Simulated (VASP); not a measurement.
# SnTe (Fm-3m) in VASP: single point with PBE

Aim: the single point of SnTe with PBE.

Program: VASP 6.6.1. These are calculated values, not measurements. Logs are shortened: lines on timing, memory, paths and dates and some standing lists are left out, and cuts for length are marked.

## (1) The cell of the first run

It takes space group Fm-3m (No. 225, cubic). Conventional cell: a = 6.458 Å, b = 6.458 Å, c = 6.458 Å, α = 90.00°, β = 90.00°, γ = 90.00°. Within 4.2 Å of Sn (site symmetry m-3m) lie 6 Te at 3.23 Å. Within 4.2 Å of Te (site symmetry m-3m) lie 6 Sn at 3.23 Å.

## (2) Single point, PBE (strain +1.2%)

File INCAR:

```
SYSTEM = SnTe
  PREC = Accurate
  ENCUT = 520
  EDIFF = 1E-6
  ISMEAR = -1
  SIGMA = 0.02
  LREAL = .False.
  LASPH = .True.
  NELM = 80
  ALGO = Normal
  ISIF = 2
  LWAVE = .False.
  LCHARG = .True.
  GGA = PE
  LELF = .True.
  LVHAR = .True.
  NBANDS = 17
```

File KPOINTS:

```
Automatic mesh
0
Gamma
  8 8 8
  0 0 0
```

File POSCAR:

```
SnTe
1.0
    0.0000000000      3.2291969641      3.2291969641
    3.2291969641      0.0000000000      3.2291969641
    3.2291969641      3.2291969641      0.0000000000
Sn Te
1 1
Direct
    0.0000000000      0.0000000000      0.0000000000
    0.5000000000      0.5000000000      0.5000000000
```

Potentials or basis: VASP PAW PBE potentials, release 64 (Sn_d, Te).

Started as:

```console
cat potpaw_PBE.64/Sn_d/POTCAR potpaw_PBE.64/Te/POTCAR > POTCAR
mpirun -np 1 vasp_std > vasp.out
```

OUTCAR:

```text
SYSTEM = SnTe
   PREC = Accurate
   ENCUT = 520
   EDIFF = 1E-6
   ISMEAR = -1
   LREAL = .False.
   LASPH = .True.
   NELM = 80
   ISIF = 2
   GGA = PE

 ion  position               nearest neighbor table
   1  0.000  0.000  0.000-   2 3.23   2 3.23   2 3.23   2 3.23   2 3.23   2 3.23
   2  0.500  0.500  0.500-   1 3.23   1 3.23   1 3.23   1 3.23   1 3.23   1 3.23

  LATTYP: Found a face centered cubic cell.
 ALAT       =     6.4583939282

  Lattice vectors:

 A1 = (   0.0000000000,   3.2291969641,   3.2291969641)
 A2 = (   3.2291969641,   0.0000000000,   3.2291969641)
 A3 = (   3.2291969641,   3.2291969641,   0.0000000000)

Analysis of symmetry for initial positions (statically):
=====================================================================
 Subroutine PRICEL returns:
 Original cell was already a primitive cell.

 Routine SETGRP: Setting up the symmetry group for a
 face centered cubic supercell.

 Subroutine GETGRP returns: Found 48 space group operations
 (whereof 48 operations were pure point group operations)
 out of a pool of 48 trial point group operations.

The static configuration has the point symmetry O_h .

Analysis of symmetry for dynamics (positions and initial velocities):
=====================================================================
 Subroutine PRICEL returns:
 Original cell was already a primitive cell.

 Routine SETGRP: Setting up the symmetry group for a
 face centered cubic supercell.

 Subroutine GETGRP returns: Found 48 space group operations
 (whereof 48 operations were pure point group operations)
 out of a pool of 48 trial point group operations.

The dynamic configuration has the point symmetry O_h .

 Subroutine INISYM returns: Found 48 space group operations
 (whereof 48 operations are pure point group operations),
 and found     1 'primitive' translations

----------------------------------------------------------------------------------------

                                     Primitive cell

  volume of cell :      67.3463

  direct lattice vectors                    reciprocal lattice vectors
     0.000000000  3.229196964  3.229196964    -0.154837257  0.154837257  0.154837257
     3.229196964  0.000000000  3.229196964     0.154837257 -0.154837257  0.154837257
     3.229196964  3.229196964  0.000000000     0.154837257  0.154837257 -0.154837257

  length of vectors
     4.566774142  4.566774142  4.566774142     0.268185996  0.268185996  0.268185996

  position of ions in fractional coordinates (direct lattice)
     0.000000000  0.000000000  0.000000000
     0.500000000  0.500000000  0.500000000

  ion indices of the primitive-cell ions
   primitive index   ion index
                 1           1
                 2           2

----------------------------------------------------------------------------------------

 KPOINTS: Automatic mesh

Automatic generation of k-mesh.
 Grid dimensions read from file:
 generate k-points for:    8    8    8

 Generating k-lattice:

  Cartesian coordinates                     Fractional coordinates (reciprocal lattice)
    -0.019354657  0.019354657  0.019354657     0.125000000  0.000000000  0.000000000
     0.019354657 -0.019354657  0.019354657     0.000000000  0.125000000  0.000000000
     0.019354657  0.019354657 -0.019354657     0.000000000  0.000000000  0.125000000

  Length of vectors
     0.033523249  0.033523249  0.033523249

  Shift w.r.t. Gamma in fractional coordinates (k-lattice)
     0.000000000  0.000000000  0.000000000

 Subroutine IBZKPT returns following result:
 ===========================================

 Found     29 irreducible k-points:

 Following reciprocal coordinates:
            Coordinates               Weight
  0.000000  0.000000  0.000000      1.000000
  0.125000  0.000000  0.000000      8.000000
  0.250000  0.000000  0.000000      8.000000
  0.375000  0.000000  0.000000      8.000000
  0.500000  0.000000  0.000000      4.000000
  0.125000  0.125000  0.000000      6.000000
[... 16 lines left out ...]
  0.500000  0.250000  0.125000     48.000000
 -0.375000  0.250000  0.125000     24.000000
 [... further k-points ...]
   k-points           NKPTS =     29   k-points in BZ     NKDIM =     29   number of bands    NBANDS=     17
   number of dos      NEDOS =    301   number of ions     NIONS =      2
   total plane-waves  NPLWV =  46656
   dimension x,y,z NGX =    36 NGY =   36 NGZ =   36
   dimension x,y,z NGXF=    72 NGYF=   72 NGZF=   72
   ions per type =               1   1
   NGX,Y,Z   is equivalent  to a cutoff of  13.11, 13.11, 13.11 a.u.
   NGXF,Y,Z  is equivalent  to a cutoff of  26.21, 26.21, 26.21 a.u.
 SYSTEM =  SnTe
   PREC   = accura    normal or accurate (medium, high low for compatibility)
   ISTART =      0    job   : 0-new  1-cont  2-samecut
   ICHARG =      2    charge: 1-file 2-atom 10-const
   ISPIN  =      1    spin polarized calculation?
   LNONCOLLINEAR =      F non collinear calculations
   LSORBIT =      F    spin-orbit coupling
   LASPH  =      T    aspherical Exc in radial PAW
   ENCUT  =  520.0 eV  38.22 Ry    6.18 a.u.   8.49  8.49  8.49*2*pi/ulx,y,z
   NELM   =     80;   NELMIN=  2; NELMDL= -5     # of ELM steps
   EDIFF  = 0.1E-05   stopping-criterion for ELM
   LREAL  =      F    real-space projection
   EDIFFG = 0.1E-04   stopping-criterion for IOM
   NSW    =      0    number of steps for IOM
   IBRION =     -1    ionic relax: 0-MD 1-quasi-New 2-CG
   NFREE  =      0    steps in history (QN), initial steepest desc. (CG)
   ISIF   =      2    stress and relaxation
   ISYM   =      2    0-nonsym 1-usesym 2-fastsym
   POTIM  = 0.5000    time-step for ionic-motion
   TEBEG  =    0.0;   TEEND  =   0.0 temperature during run
   PSTRESS=    0.0 pullay stress
   NELECT =      20.0000    total number of electrons
   NUPDOWN=      -1.0000    fix difference up-down
   EMIN   =  10.00;   EMAX   =-10.00  energy-range for DOS
   EFERMI =   0.00;   METHOD = LEGACY
   ISMEAR =    -1;   SIGMA  =   0.02  broadening in eV -4-tet -1-fermi 0-gaus
   EFERMI_NEDOS =   21; number of points for ismear=-14 and -15
   IALGO  =     38    algorithm
   IMIX   =      4    mixing-type and parameters
     AMIX     =   0.40;   BMIX     =  1.00
     AMIX_MAG =   1.60;   BMIX_MAG =  1.00
  volume/ion in A,a.u.               =      33.67       227.24
  Fermi-wavevector in a.u.,A,eV,Ry     =   1.092229  2.064013 16.231258  1.192964
  Thomas-Fermi vector in A             =   2.228490
   LORBIT       =      0    0 simple, 1 ext, 2 COOP (PROOUT), +10 PAW based schemes
   GGA     = PE    functional components
   LHFCALC =     F    Hartree Fock is set to
   AEXX    =    0.0000 exact exchange contribution
   IVDW    =     0    specifies the selected vdW correction
   LEPSILON=     F    determine dielectric tensor
   LRPA    =     F    only Hartree local field effects (RPA)
 non-spin polarized calculation
  energy-cutoff  :      520.00
  volume of cell :       67.35
 maximum number of plane-waves:      1839
 NGX is ok and might be reduce to    36
   NGX = 17   NGY = 17   NGZ = 17

 number of electron      20.0000005 magnetization

 Free energy of the ion-electron system (eV)
  ---------------------------------------------------
  ext. energy  EPLUGINS =         0.00000000
  ---------------------------------------------------
  free energy    TOTEN  =        -7.56009428 eV

  energy without entropy =       -7.55995738  energy(sigma->0) =       -7.56002583

 E-fermi :   6.0674     XC(G=0):  -9.1666

 val. band max:        6.0113723348   @ k =   0.5000   0.0000   0.0000
 cond. band min:       6.1235054280   @ k =   0.5000   0.0000   0.0000
 fundamental gap:      0.1121330933
 Fermi energy:         6.0674388822

 k-point     1 :       0.0000    0.0000    0.0000
  band No.  band energies     occupation
      1     -15.8208      2.00000
      2     -15.8208      2.00000
      3     -15.8188      2.00000
      4     -15.8188      2.00000
      5     -15.8188      2.00000
      6      -6.2130      2.00000
[... 9 lines left out ...]
     16      10.9477      0.00000
     17      12.8791      0.00000

 k-point     2 :       0.1250    0.0000    0.0000
  band No.  band energies     occupation
      1     -15.8212      2.00000
      2     -15.8212      2.00000
      3     -15.8186      2.00000
      4     -15.8181      2.00000
      5     -15.8181      2.00000
      6      -6.0961      2.00000
[... 9 lines left out ...]
     16      11.2482      0.00000
     17      13.7506      0.00000

 k-point     3 :       0.2500    0.0000    0.0000
  band No.  band energies     occupation
      1     -15.8225      2.00000
      2     -15.8225      2.00000
      3     -15.8181      2.00000
      4     -15.8163      2.00000
      5     -15.8163      2.00000
      6      -5.7701      2.00000
[... 9 lines left out ...]
     16      12.0877      0.00000
     17      15.6113      0.00000

 k-point     4 :       0.3750    0.0000    0.0000
  band No.  band energies     occupation
      1     -15.8239      2.00000
      2     -15.8239      2.00000
      3     -15.8177      2.00000
      4     -15.8143      2.00000
      5     -15.8143      2.00000
      6      -5.3435      2.00000
[... 9 lines left out ...]
     16      13.3950      0.00000
     17      15.9811      0.00000
[... 343 lines left out ...]
      1     -15.8253      2.00000
      2     -15.8208      2.00000
      3     -15.8189      2.00000
      4     -15.8151      2.00000
      5     -15.8146      2.00000
      6      -5.5121      2.00000
[... 9 lines left out ...]
     16      13.9841      0.00000
     17      14.2477      0.00000

 k-point    23 :       0.5000    0.2500    0.1250
  band No.  band energies     occupation
      1     -15.8262      2.00000
      2     -15.8218      2.00000
      3     -15.8177      2.00000
      4     -15.8144      2.00000
      5     -15.8134      2.00000
      6      -5.1488      2.00000
[... 9 lines left out ...]
     16      14.2150      0.00000
     17      15.4023      0.00000

 k-point    24 :      -0.3750    0.2500    0.1250
  band No.  band energies     occupation
      1     -15.8264      2.00000
      2     -15.8224      2.00000
      3     -15.8165      2.00000
      4     -15.8150      2.00000
      5     -15.8128      2.00000
      6      -4.9630      2.00000
[... 9 lines left out ...]
     16      15.3315      0.00000
     17      15.4188      0.00000

 [... further k-points ...]
[... 5 lines left out ...]
  --------------------------------------------------------------------------------------
  -------------------------------------------------------------------------------------
  Total       -0.3759777     -0.3759777     -0.3759777      0.0000000     -0.0000000      0.0000000
  in kB       -8.9445624     -8.9445624     -8.9445624      0.0000000     -0.0000000      0.0000000
  external PRESSURE =      -8.9445624 kB  Pullay stress =       0.0000000 kB

 VOLUME and BASIS-vectors are now :
 -----------------------------------------------------------------------------
  energy-cutoff  :      520.00
  volume of cell :       67.35
      direct lattice vectors                 reciprocal lattice vectors
     0.000000000  3.229196964  3.229196964    -0.154837257  0.154837257  0.154837257
     3.229196964  0.000000000  3.229196964     0.154837257 -0.154837257  0.154837257
     3.229196964  3.229196964  0.000000000     0.154837257  0.154837257 -0.154837257

 POSITION                                       TOTAL-FORCE (eV/Angst)
 -----------------------------------------------------------------------------------
      0.00000      0.00000      0.00000         0.000000      0.000000      0.000000
      3.22920      3.22920      3.22920         0.000000     -0.000000     -0.000000
 -----------------------------------------------------------------------------------
    total drift:                               -0.000000      0.000000      0.000000

  FREE ENERGIE OF THE ION-ELECTRON SYSTEM (eV)
  ---------------------------------------------------
  free  energy   TOTEN  =        -7.5600942824 eV

  energy  without entropy=       -7.5599573839  energy(sigma->0) =       -7.56002583
```

It took 17 s on 1 thread of Intel Xeon Platinum 8488C (Sapphire Rapids), shared host; peak memory 0.21 GiB.

Results:

| Item | Value |
| --- | --- |
| Free energy | -7.5601 eV |
| Pressure | -0.9 GPa |
| Band gap on the k mesh | 0.11 eV, direct |

Levels at points of the mesh, in eV from the valence-band top:
```
           k point  band 7  band 8  band 9  band 10  band 11  band 12  band 13  band 14
(0.00, 0.00, 0.00)   -4.90   -1.89   -1.89    -1.89     3.24     3.24     3.24     4.94
(0.50, 0.00, 0.00)   -7.91   -1.57   -1.57     0.00     0.11     0.53     0.53     7.67
(0.50, 0.50, 0.00)   -6.36   -5.01   -3.34    -3.34     2.51     4.63     4.63     5.91
```

Caveat: the cell differs from its parent crystal (strain +1.2%); spin-orbit coupling is left out, which moves the levels of the heavy elements. A k mesh can miss the band edges.
